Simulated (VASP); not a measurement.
# SnAuBr3 (P1) in VASP: single point with PBEsol

Aim: the single point of SnAuBr3 with PBEsol.

Program: VASP 6.6.1. These are calculated values, not measurements. Logs are shortened: lines on timing, memory, paths and dates and some standing lists are left out, and cuts for length are marked.

## 1. The cell of the first run

The typed cell holds 10 atoms: a = 5.401 Å, b = 10.798 Å, c = 6.131 Å, α = 84.73°, β = 84.69°, γ = 87.54°.

## 2. Single point, PBEsol

The input, INCAR:

```
SYSTEM = SnAuBr3
ALGO = Normal
EDIFF = 1E-6
ENCUT = 520
GGA = PS
ISIF = 2
ISMEAR = -1
LASPH = .True.
LCHARG = .False.
LREAL = .False.
LWAVE = .False.
NBANDS = 57
NELM = 60
PREC = Accurate
SIGMA = 0.05
```

The input, KPOINTS:

```
k-points
0
Gamma
  4 2 4
  0 0 0
```

The input, POSCAR:

```
SnAuBr3
1.0
    5.3932140130      0.1102848061      0.2643588909
    0.2172842930     10.7834636473      0.5208935103
    0.2627938689      0.2634513874      6.1194588343
Sn Au Br
2 2 6
Direct
   -0.1304806997     -0.0716927929     -0.1622054216
   -0.1349989775      0.4311218232     -0.1563184472
    0.5294797636      0.2615338911      0.5137606530
    0.5332657770      0.7619165629      0.5048633217
    0.0299672271      0.2615410256      0.5533195550
    0.5319369051      0.0117913781      0.5475702267
    0.5382118814      0.2699985481      0.0420801487
    0.0334962403      0.7626953597      0.5412826178
    0.5322057269      0.5120205940      0.5476560765
    0.5468811308      0.7642918467      0.0350159053
```

Potentials or basis: VASP PAW PBE potentials, release 64 (Sn_d, Au, Br).

Started as:

```sh
$ cat potpaw_PBE.64/Sn_d/POTCAR potpaw_PBE.64/Au/POTCAR potpaw_PBE.64/Br/POTCAR > POTCAR
$ mpirun -np 1 vasp_std > vasp.out
```

OUTCAR:

```text
SYSTEM = SnAuBr3
   EDIFF = 1E-6
   ENCUT = 520
   GGA = PS
   ISIF = 2
   ISMEAR = -1
   LASPH = .True.
   LREAL = .False.
   NELM = 60
   PREC = Accurate

 ion  position               nearest neighbor table
   1  0.870  0.928  0.838-  10 2.67   8 2.73   6 2.73   4 3.51
   2  0.865  0.431  0.844-   7 2.66   9 2.73   5 2.74   3 3.52
   3  0.529  0.262  0.514-   6 2.69   5 2.69   9 2.73   5 2.74   7 2.88   2 3.52
   4  0.533  0.762  0.505-   9 2.69   8 2.69   8 2.73   6 2.73  10 2.87   1 3.51
   5  0.030  0.262  0.553-   3 2.69   2 2.74   3 2.74
   6  0.532  0.012  0.548-   3 2.69   1 2.73   4 2.73
   7  0.538  0.270  0.042-   2 2.66   3 2.88
   8  0.033  0.763  0.541-   4 2.69   1 2.73   4 2.73
   9  0.532  0.512  0.548-   4 2.69   2 2.73   3 2.73
  10  0.547  0.764  0.035-   1 2.67   4 2.87

  LATTYP: Found a triclinic cell.
 ALAT       =     5.4008152858
 B/A-ratio  =     2.7667322649
 C/A-ratio  =     1.1351549266
 COS(alpha) =     0.0004647700
 COS(beta)  =     0.0925396727
 COS(gamma) =     0.6919110408

  Lattice vectors:

 A1 = (  -5.3932140130,  -0.1102848061,  -0.2643588909)
 A2 = ( -10.5691437330,  10.5628940351,  -0.0078242715)
 A3 = (  -0.2627938689,  -0.2634513874,  -6.1194588343)

Analysis of symmetry for initial positions (statically):
=====================================================================
 Subroutine PRICEL returns:
 Original cell was already a primitive cell.

 Routine SETGRP: Setting up the symmetry group for a
 triclinic supercell.

 Subroutine GETGRP returns: Found  1 space group operations
 (whereof  1 operations were pure point group operations)
 out of a pool of  2 trial point group operations.

The static configuration has the point symmetry C_1 .

Analysis of symmetry for dynamics (positions and initial velocities):
=====================================================================
 Subroutine PRICEL returns:
 Original cell was already a primitive cell.

 Routine SETGRP: Setting up the symmetry group for a
 triclinic supercell.

 Subroutine GETGRP returns: Found  1 space group operations
 (whereof  1 operations were pure point group operations)
 out of a pool of  2 trial point group operations.

The dynamic configuration has the point symmetry C_1 .

 Subroutine INISYM returns: Found  1 space group operations
 (whereof  1 operations are pure point group operations),
 and found     1 'primitive' translations

[... 111 lines left out ...]
   ISIF   =      2    stress and relaxation
   ISYM   =      2    0-nonsym 1-usesym 2-fastsym
   POTIM  = 0.5000    time-step for ionic-motion
   TEBEG  =    0.0;   TEEND  =   0.0 temperature during run
   PSTRESS=    0.0 pullay stress
   NELECT =      92.0000    total number of electrons
   NUPDOWN=      -1.0000    fix difference up-down
   EMIN   =  10.00;   EMAX   =-10.00  energy-range for DOS
   EFERMI =   0.00;   METHOD = LEGACY
   ISMEAR =    -1;   SIGMA  =   0.05  broadening in eV -4-tet -1-fermi 0-gaus
   EFERMI_NEDOS =   21; number of points for ismear=-14 and -15
   IALGO  =     38    algorithm
   IMIX   =      4    mixing-type and parameters
     AMIX     =   0.40;   BMIX     =  1.00
     AMIX_MAG =   1.60;   BMIX_MAG =  1.00
  volume/ion in A,a.u.               =      35.43       239.08
  Fermi-wavevector in a.u.,A,eV,Ry     =   1.044445  1.973716 14.842135  1.090866
  Thomas-Fermi vector in A             =   2.179198
   LORBIT       =      0    0 simple, 1 ext, 2 COOP (PROOUT), +10 PAW based schemes
   GGA     = PS    functional components
   LHFCALC =     F    Hartree Fock is set to
   AEXX    =    0.0000 exact exchange contribution
   IVDW    =     0    specifies the selected vdW correction
   LEPSILON=     F    determine dielectric tensor
   LRPA    =     F    only Hartree local field effects (RPA)
 non-spin polarized calculation
  energy-cutoff  :      520.00
  volume of cell :      354.29
 maximum number of plane-waves:      9570
   NGX = 21   NGY = 41   NGZ = 23

 number of electron      91.9999993 magnetization

 Free energy of the ion-electron system (eV)
  ---------------------------------------------------
  ext. energy  EPLUGINS =         0.00000000
  ---------------------------------------------------
  free energy    TOTEN  =       -30.45260473 eV

  energy without entropy =      -30.44507925  energy(sigma->0) =      -30.44884199

 E-fermi :   2.5386     XC(G=0):  -7.9635

 val. band max:        2.0964322527   @ k =   0.0000   0.0000   0.2500
 cond. band min:       2.5947838504   @ k =   0.5000   0.0000   0.0000
 fundamental gap:      0.4983515977
 Fermi energy:         2.5386108395

 k-point     1 :       0.0000    0.0000    0.0000
  band No.  band energies     occupation
      1     -19.9837      2.00000
      2     -19.9667      2.00000
      3     -19.9657      2.00000
      4     -19.9483      2.00000
      5     -19.9330      2.00000
      6     -19.9215      2.00000
[... 1189 lines left out ...]
     56       6.4570      0.00000
     57       7.2847      0.00000

------------------------ aborting loop because EDIFF is reached ----------------------------------------

  FORCE on cell =-STRESS in cart. coord.  units (eV):
  Direction    XX          YY          ZZ          XY          YZ          ZX
  --------------------------------------------------------------------------------------
  -------------------------------------------------------------------------------------
  Total       -0.0075201     -0.0056222     -0.0002448      0.0104292      0.0125612      0.0099320
  in kB       -0.0340080     -0.0254249     -0.0011071      0.0471637      0.0568049      0.0449149
  external PRESSURE =      -0.0201800 kB  Pullay stress =       0.0000000 kB

 VOLUME and BASIS-vectors are now :
 -----------------------------------------------------------------------------
  energy-cutoff  :      520.00
  volume of cell :      354.29
      direct lattice vectors                 reciprocal lattice vectors
     5.393214013  0.110284806  0.264358891     0.185871189 -0.003366691 -0.007837106
     0.217284293 10.783463647  0.520893510    -0.001708326  0.092958778 -0.003928645
     0.262793869  0.263451387  6.119458834    -0.007884169 -0.007767290  0.164086113

 POSITION                                       TOTAL-FORCE (eV/Angst)
 -----------------------------------------------------------------------------------
      5.11138     10.32698      5.84026         0.015819      0.014158      0.013237
      4.98053      4.96665      5.61611         0.013318      0.015491      0.013759
      3.04744      3.01399      3.42014        -0.000750     -0.000802     -0.001971
      3.17424      8.40792      3.62734        -0.005025     -0.003879     -0.002719
      0.36386      2.96940      3.53017         0.003501     -0.009855     -0.007753
      3.01531      0.33007      3.49760        -0.009779      0.005173     -0.008083
      2.97242      2.98196      0.54043        -0.008454     -0.007695      0.004805
      0.48862      8.37079      3.71849         0.009052     -0.008699     -0.008136
      3.12547      5.72433      3.75876        -0.008810      0.005218     -0.007839
      3.12472      8.31125      0.75697        -0.008872     -0.009109      0.004702
 -----------------------------------------------------------------------------------
    total drift:                               -0.000417      0.000364     -0.000377

  FREE ENERGIE OF THE ION-ELECTRON SYSTEM (eV)
  ---------------------------------------------------
  free  energy   TOTEN  =       -30.4526047253 eV

  energy  without entropy=      -30.4450792518  energy(sigma->0) =      -30.44884199
```

stdout:

```text
POSCAR found type information on POSCAR SnAuBr
 POSCAR found :  3 types and      10 ions
 scaLAPACK will be used
 -----------------------------------------------------------------------------
|                                                                             |
|                                                                             |
|     You enforced a specific xc type in the INCAR file but a different       |
|     I HOPE YOU KNOW WHAT YOU ARE DOING!                                     |
|                                                                             |
 -----------------------------------------------------------------------------

 LDA part: xc-table for (Slater+PW92), standard interpolation
 POSCAR, INCAR and KPOINTS ok, starting setup
 FFT: planning ... GRIDC
 FFT: planning ... GRID_SOFT
 FFT: planning ... GRID
 WAVECAR not read
 entering main loop
```

Wall time 6.9 min (1 thread of Intel Xeon Platinum 8259CL at 2.50GHz (Skylake/Cascade Lake), shared host); peak memory 0.59 GiB.

Results:

```
Free energy            : -30.4526 eV
Pressure               : 0.0 GPa
Largest force          : 0.025 eV/Å
Band gap on the k mesh : zero (bands 46 and 47 overlap by 1.43 eV)
```

Forces on the atoms (eV/Å):
```
Sn   0.016  0.014  0.013
Sn   0.013  0.015  0.014
Au  -0.001 -0.001 -0.002
Au  -0.005 -0.004 -0.003
Br   0.004 -0.010 -0.008
Br  -0.010  0.005 -0.008
Br  -0.008 -0.008  0.005
Br   0.009 -0.009 -0.008
Br  -0.009  0.005 -0.008
Br  -0.009 -0.009  0.005
```

Caveat: the PAW data sets were made with another functional, which shifts forces and pressure a little; spin-orbit coupling is left out, which moves the levels of the heavy elements.

The gap in the log of VASP goes by the Fermi energy; the results here count the filled bands.